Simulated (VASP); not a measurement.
# GaN (P6_3mc) in VASP: further runs

GaN is run at these levels: PBE; tasks: single point.

All numbers are computed with VASP 6.6.1; they aren't measurements. Logs are shortened: lines on timing, memory, paths and dates and some standing lists are left out, and cuts for length are marked.

## 1. The cell of the first run

It takes space group P6_3mc (No. 186, hexagonal). The conventional cell has a = 3.190 Å, b = 3.190 Å, c = 5.186 Å, α = 90.00°, β = 90.00°, γ = 120.00°. Within 2.6 Å of Ga (site symmetry 3m) lie 4 N at 1.95 to 1.96 Å. Within 2.6 Å of N (site symmetry 3m) lie 4 Ga at 1.95 to 1.96 Å.

## 2. Single point, PBE

The input, INCAR:

```
PREC = Accurate
ENCUT = 600
EDIFF = 1E-6
ISMEAR = 0
SIGMA = 0.01
LREAL = F
LASPH = T
NELM = 120
ALGO = Normal
ISIF = 2
LWAVE = F
LCHARG = F
GGA = PE
NBANDS = 26
GGA_COMPAT = F
```

The input, KPOINTS:

```
Automatic mesh
0
Gamma
  4 4 3
```

The input, POSCAR:

```
GaN
1.0
    3.1900000000      0.0000000000      0.0000000000
   -1.5950000000      2.7626210381      0.0000000000
    0.0000000000      0.0000000000      5.1860000000
Ga N
2 2
Direct
    0.3333333333      0.6666666667      0.0000000000
    0.6666666667      0.3333333333      0.5000000000
    0.3333333333      0.6666666667      0.3789000000
    0.6666666667      0.3333333333      0.8789000000
```

Potentials or basis: VASP PAW PBE potentials, release 64 (Ga_d, N).

Run with:

```
cat potpaw_PBE.64/Ga_d/POTCAR potpaw_PBE.64/N/POTCAR > POTCAR
mpirun -np 1 vasp_std > vasp.out
```

OUTCAR:

```text
PREC = Accurate
   ENCUT = 600
   EDIFF = 1E-6
   ISMEAR = 0
   LREAL = F
   LASPH = T
   NELM = 120
   ISIF = 2
   GGA = PE

 ion  position               nearest neighbor table
   1  0.333  0.667  0.000-   4 1.95   4 1.95   4 1.95   3 1.96
   2  0.667  0.333  0.500-   3 1.95   3 1.95   3 1.95   4 1.96
   3  0.333  0.667  0.379-   2 1.95   2 1.95   2 1.95   1 1.96
   4  0.667  0.333  0.879-   1 1.95   1 1.95   1 1.95   2 1.96

  LATTYP: Found a hexagonal cell.
 ALAT       =     3.1900000000
 C/A-ratio  =     1.6257053292

  Lattice vectors:

 A1 = (   3.1900000000,   0.0000000000,   0.0000000000)
 A2 = (  -1.5950000000,   2.7626210381,   0.0000000000)
 A3 = (   0.0000000000,   0.0000000000,   5.1860000000)

Analysis of symmetry for initial positions (statically):
=====================================================================
 Subroutine PRICEL returns:
 Original cell was already a primitive cell.

 Routine SETGRP: Setting up the symmetry group for a
 hexagonal supercell.

 Subroutine GETGRP returns: Found 12 space group operations
 (whereof  6 operations were pure point group operations)
 out of a pool of 24 trial point group operations.

The static configuration has the point symmetry C_3v.
 The point group associated with its full space group is C_6v.

Analysis of symmetry for dynamics (positions and initial velocities):
=====================================================================
 Subroutine PRICEL returns:
 Original cell was already a primitive cell.

 Routine SETGRP: Setting up the symmetry group for a
 hexagonal supercell.

 Subroutine GETGRP returns: Found 12 space group operations
 (whereof  6 operations were pure point group operations)
 out of a pool of 24 trial point group operations.

The dynamic configuration has the point symmetry C_3v.
 The point group associated with its full space group is C_6v.

 Subroutine INISYM returns: Found 12 space group operations
 (whereof  6 operations are pure point group operations),
 and found     1 'primitive' translations

----------------------------------------------------------------------------------------

                                     Primitive cell

  volume of cell :      45.7030

  direct lattice vectors                    reciprocal lattice vectors
     3.190000000  0.000000000  0.000000000     0.313479624  0.180987545  0.000000000
    -1.595000000  2.762621038  0.000000000     0.000000000  0.361975090  0.000000000
     0.000000000  0.000000000  5.186000000     0.000000000  0.000000000  0.192826841

  length of vectors
     3.190000000  3.190000000  5.186000000     0.361975090  0.361975090  0.192826841

  position of ions in fractional coordinates (direct lattice)
     0.333333333  0.666666667  0.000000000
     0.666666667  0.333333333  0.500000000
     0.333333333  0.666666667  0.378900000
     0.666666667  0.333333333  0.878900000

  ion indices of the primitive-cell ions
   primitive index   ion index
                 1           1
                 2           2
                 3           3
                 4           4

----------------------------------------------------------------------------------------

 KPOINTS: Automatic mesh

Automatic generation of k-mesh.
 Grid dimensions read from file:
 generate k-points for:    4    4    3

 Generating k-lattice:

  Cartesian coordinates                     Fractional coordinates (reciprocal lattice)
     0.078369906  0.045246886  0.000000000     0.250000000  0.000000000  0.000000000
     0.000000000  0.090493773  0.000000000     0.000000000  0.250000000  0.000000000
     0.000000000  0.000000000  0.064275614     0.000000000  0.000000000  0.333333333

  Length of vectors
     0.090493773  0.090493773  0.064275614

  Shift w.r.t. Gamma in fractional coordinates (k-lattice)
     0.000000000  0.000000000  0.000000000

 Subroutine IBZKPT returns following result:
 ===========================================

 Found      8 irreducible k-points:

 Following reciprocal coordinates:
            Coordinates               Weight
  0.000000  0.000000  0.000000      1.000000
  0.250000  0.000000  0.000000      6.000000
  0.500000  0.000000  0.000000      3.000000
  0.250000  0.250000  0.000000      6.000000
  0.000000  0.000000  0.333333      2.000000
  0.250000  0.000000  0.333333     12.000000
  0.500000  0.000000  0.333333      6.000000
  0.250000  0.250000  0.333333     12.000000
   k-points           NKPTS =      8   k-points in BZ     NKDIM =      8   number of bands    NBANDS=     26
   number of dos      NEDOS =    301   number of ions     NIONS =      4
   total plane-waves  NPLWV =  32928
   dimension x,y,z NGX =    28 NGY =   28 NGZ =   42
   dimension x,y,z NGXF=    56 NGYF=   56 NGZF=   84
   ions per type =               2   2
   NGX,Y,Z   is equivalent  to a cutoff of  14.59, 14.59, 13.46 a.u.
   NGXF,Y,Z  is equivalent  to a cutoff of  29.18, 29.18, 26.93 a.u.
 SYSTEM =  unknown system
   PREC   = accura    normal or accurate (medium, high low for compatibility)
   ISTART =      0    job   : 0-new  1-cont  2-samecut
   ICHARG =      2    charge: 1-file 2-atom 10-const
   ISPIN  =      1    spin polarized calculation?
   LNONCOLLINEAR =      F non collinear calculations
   LSORBIT =      F    spin-orbit coupling
   LASPH  =      T    aspherical Exc in radial PAW
   ENCUT  =  600.0 eV  44.10 Ry    6.64 a.u.   6.37  6.37 10.36*2*pi/ulx,y,z
   NELM   =    120;   NELMIN=  2; NELMDL= -5     # of ELM steps
   EDIFF  = 0.1E-05   stopping-criterion for ELM
   LREAL  =      F    real-space projection
   EDIFFG = 0.1E-04   stopping-criterion for IOM
   NSW    =      0    number of steps for IOM
   IBRION =     -1    ionic relax: 0-MD 1-quasi-New 2-CG
   NFREE  =      0    steps in history (QN), initial steepest desc. (CG)
   ISIF   =      2    stress and relaxation
   ISYM   =      2    0-nonsym 1-usesym 2-fastsym
   POTIM  = 0.5000    time-step for ionic-motion
   TEBEG  =    0.0;   TEEND  =   0.0 temperature during run
   PSTRESS=    0.0 pullay stress
   NELECT =      36.0000    total number of electrons
   NUPDOWN=      -1.0000    fix difference up-down
   EMIN   =  10.00;   EMAX   =-10.00  energy-range for DOS
   EFERMI =   0.00;   METHOD = LEGACY
   ISMEAR =     0;   SIGMA  =   0.01  broadening in eV -4-tet -1-fermi 0-gaus
   EFERMI_NEDOS =   21; number of points for ismear=-14 and -15
   IALGO  =     38    algorithm
   IMIX   =      4    mixing-type and parameters
     AMIX     =   0.40;   BMIX     =  1.00
     AMIX_MAG =   1.60;   BMIX_MAG =  1.00
  volume/ion in A,a.u.               =      11.43        77.10
  Fermi-wavevector in a.u.,A,eV,Ry     =   1.511915  2.857106 31.101397  2.285888
  Thomas-Fermi vector in A             =   2.621909
   LORBIT       =      0    0 simple, 1 ext, 2 COOP (PROOUT), +10 PAW based schemes
   GGA     = PE    functional components
   LHFCALC =     F    Hartree Fock is set to
   AEXX    =    0.0000 exact exchange contribution
   IVDW    =     0    specifies the selected vdW correction
   LEPSILON=     F    determine dielectric tensor
   LRPA    =     F    only Hartree local field effects (RPA)
 non-spin polarized calculation
 Gauss-broadening in eV      SIGMA  =   0.01
  energy-cutoff  :      600.00
  volume of cell :       45.70
 maximum number of plane-waves:      1550
 NGX is ok and might be reduce to    28
   NGX = 13   NGY = 13   NGZ = 21

 number of electron      35.9999996 magnetization

 Free energy of the ion-electron system (eV)
  ---------------------------------------------------
  ext. energy  EPLUGINS =         0.00000000
  ---------------------------------------------------
  free energy    TOTEN  =       -24.24041791 eV

  energy without entropy =      -24.24041791  energy(sigma->0) =      -24.24041791

 E-fermi :   5.4140     XC(G=0): -11.6612

 val. band max:        5.3289775737   @ k =   0.0000   0.0000   0.0000
 cond. band min:       7.2457053295   @ k =   0.0000   0.0000   0.0000
 fundamental gap:      1.9167277558
 Fermi energy:         5.4140185522

 k-point     1 :       0.0000    0.0000    0.0000
  band No.  band energies     occupation
      1     -10.6438      2.00000
      2      -9.7332      2.00000
      3      -8.1187      2.00000
      4      -8.1086      2.00000
      5      -8.1086      2.00000
      6      -8.0481      2.00000
[... 18 lines left out ...]
     25      17.0003      0.00000
     26      17.0003      0.00000

 k-point     2 :       0.2500    0.0000    0.0000
  band No.  band energies     occupation
      1     -10.1420      2.00000
      2      -9.6212      2.00000
      3      -8.0672      2.00000
      4      -8.0489      2.00000
      5      -7.9812      2.00000
      6      -7.9456      2.00000
[... 18 lines left out ...]
     25      16.7147      0.00000
     26      18.0170      0.00000

 k-point     3 :       0.5000    0.0000    0.0000
  band No.  band energies     occupation
      1      -9.7371      2.00000
      2      -9.5626      2.00000
      3      -8.0582      2.00000
      4      -8.0337      2.00000
      5      -7.9351      2.00000
      6      -7.8953      2.00000
[... 18 lines left out ...]
     25      17.7505      0.00000
     26      18.6006      0.00000

 k-point     4 :       0.2500    0.2500    0.0000
  band No.  band energies     occupation
      1      -9.7224      2.00000
      2      -9.5689      2.00000
      3      -8.0890      2.00000
      4      -7.9664      2.00000
      5      -7.9126      2.00000
      6      -7.9007      2.00000
[... 18 lines left out ...]
     25      16.3307      0.00000
     26      19.0242      0.00000

 k-point     5 :       0.0000    0.0000    0.3333
  band No.  band energies     occupation
      1     -10.3488      2.00000
      2      -9.8738      2.00000
      3      -8.1012      2.00000
      4      -8.1012      2.00000
      5      -8.0705      2.00000
      6      -8.0705      2.00000
[... 18 lines left out ...]
     25      16.2150      0.00000
     26      16.2150      0.00000

 k-point     6 :       0.2500    0.0000    0.3333
  band No.  band energies     occupation
      1      -9.9446      2.00000
      2      -9.6815      2.00000
      3      -8.0617      2.00000
      4      -8.0249      2.00000
      5      -8.0190      2.00000
      6      -7.9731      2.00000
[... 18 lines left out ...]
     25      16.4831      0.00000
     26      17.4386      0.00000

 k-point     7 :       0.5000    0.0000    0.3333
  band No.  band energies     occupation
      1      -9.6545      2.00000
      2      -9.5673      2.00000
      3      -8.0728      2.00000
      4      -8.0134      2.00000
      5      -7.9852      2.00000
      6      -7.8911      2.00000
[... 18 lines left out ...]
     25      16.6943      0.00000
     26      18.4725      0.00000

 k-point     8 :       0.2500    0.2500    0.3333
  band No.  band energies     occupation
      1      -9.6427      2.00000
      2      -9.5670      2.00000
      3      -8.0324      2.00000
      4      -8.0066      2.00000
      5      -7.9652      2.00000
      6      -7.9266      2.00000
[... 18 lines left out ...]
     25      17.2138      0.00000
     26      18.5827      0.00000

------------------------ aborting loop because EDIFF is reached ----------------------------------------

  FORCE on cell =-STRESS in cart. coord.  units (eV):
  Direction    XX          YY          ZZ          XY          YZ          ZX
  --------------------------------------------------------------------------------------
  -------------------------------------------------------------------------------------
  Total        1.5580813      1.5580813      1.2982584      0.0000000     -0.0000000      0.0000000
  in kB       54.6205657     54.6205657     45.5121343      0.0000000     -0.0000000      0.0000000
  external PRESSURE =      51.5844219 kB  Pullay stress =       0.0000000 kB

 VOLUME and BASIS-vectors are now :
 -----------------------------------------------------------------------------
  energy-cutoff  :      600.00
  volume of cell :       45.70
      direct lattice vectors                 reciprocal lattice vectors
     3.190000000  0.000000000  0.000000000     0.313479624  0.180987545  0.000000000
    -1.595000000  2.762621038  0.000000000     0.000000000  0.361975090  0.000000000
     0.000000000  0.000000000  5.186000000     0.000000000  0.000000000  0.192826841

 POSITION                                       TOTAL-FORCE (eV/Angst)
 -----------------------------------------------------------------------------------
     -0.00000      1.84175      0.00000         0.000000     -0.000000      0.114067
      1.59500      0.92087      2.59300        -0.000000      0.000000      0.114067
     -0.00000      1.84175      1.96498        -0.000000     -0.000000     -0.114067
      1.59500      0.92087      4.55798         0.000000     -0.000000     -0.114067
 -----------------------------------------------------------------------------------
    total drift:                               -0.000000     -0.000000     -0.000461

  FREE ENERGIE OF THE ION-ELECTRON SYSTEM (eV)
  ---------------------------------------------------
  free  energy   TOTEN  =       -24.2404179070 eV

  energy  without entropy=      -24.2404179070  energy(sigma->0) =      -24.24041791
```

Wall time 30 s (1 thread of Intel Xeon 8259CL, shared host); peak memory 0.17 GiB.

Results:

| Property | Result |
| --- | --- |
| Free energy | -24.2404 eV |
| Pressure | 5.2 GPa |
| Largest force | 0.114 eV/Å |
| Band gap on the k mesh | 1.92 eV, direct |

Forces on the atoms (eV/Å):
```
Ga   0.000  0.000  0.114
Ga   0.000  0.000  0.114
N    0.000  0.000 -0.114
N    0.000  0.000 -0.114
```

Levels at points of the mesh, in eV from the valence-band top:
```csv
k point,band 15,band 16,band 17,band 18,band 19,band 20,band 21,band 22
"(0.00, 0.00, 0.00)",-1.03,0.00,0.00,0.00,1.92,4.21,9.22,9.86
"(0.50, 0.00, 0.00)",-4.16,-2.75,-2.16,-1.01,5.04,5.56,6.08,8.60
```

Caveat: the k points lie up to 0.57 Å⁻¹ apart.

## 3. Single point, PBE

The input, INCAR:

```
SYSTEM = GaN
ALGO = Normal
EDIFF = 1E-6
ENCUT = 600
GGA = PE
GGA_COMPAT = .FALSE.
ISIF = 2
ISMEAR = 0
LASPH = .TRUE.
LCHARG = .FALSE.
LREAL = .FALSE.
LWAVE = .FALSE.
NBANDS = 26
NELM = 120
PREC = Accurate
SIGMA = 0.01
```

The input, KPOINTS:

```
k-points
0
G
  6 6 4
  0 0 0
```

POSCAR is that of step 2.

Potentials or basis: VASP PAW PBE potentials, release 64 (Ga_d, N).

Run with:

```
cat potpaw_PBE.64/Ga_d/POTCAR potpaw_PBE.64/N/POTCAR > POTCAR
mpirun -np 1 vasp_std > vasp.out
```

Run time: 61 s. Hardware: 1 thread of Intel Xeon 8259CL, shared host; peak memory 0.19 GiB.

The run converged. Its results:

```
Free energy            : -24.3025 eV
Pressure               : 5.2 GPa
Largest force          : 0.111 eV/Å
Band gap on the k mesh : 1.92 eV, direct
```

Forces in eV/Å, atoms in the order of the input:
```
Ga   0.000  0.000  0.111
Ga   0.000  0.000  0.111
N    0.000  0.000 -0.111
N    0.000  0.000 -0.111
```

Stress tensor (GPa, compression positive):
```
5.34 0.00 0.00
0.00 5.34 0.00
0.00 0.00 4.87
```

Levels at points of the mesh, in eV from the valence-band top:
```
           k point  band 16  band 17  band 18  band 19  band 20  band 21
(0.00, 0.00, 0.00)     0.00     0.00     0.00     1.92     4.22     9.22
(0.50, 0.00, 0.00)    -2.74    -2.15    -1.01     5.05     5.57     6.09
(0.00, 0.00, 0.50)    -0.53    -0.53    -0.53     4.25     4.25     8.47
(0.50, 0.00, 0.50)    -1.95    -1.85    -1.85     4.43     4.43     7.75
```

As with any semilocal functional, this PBE gap is likely too small.
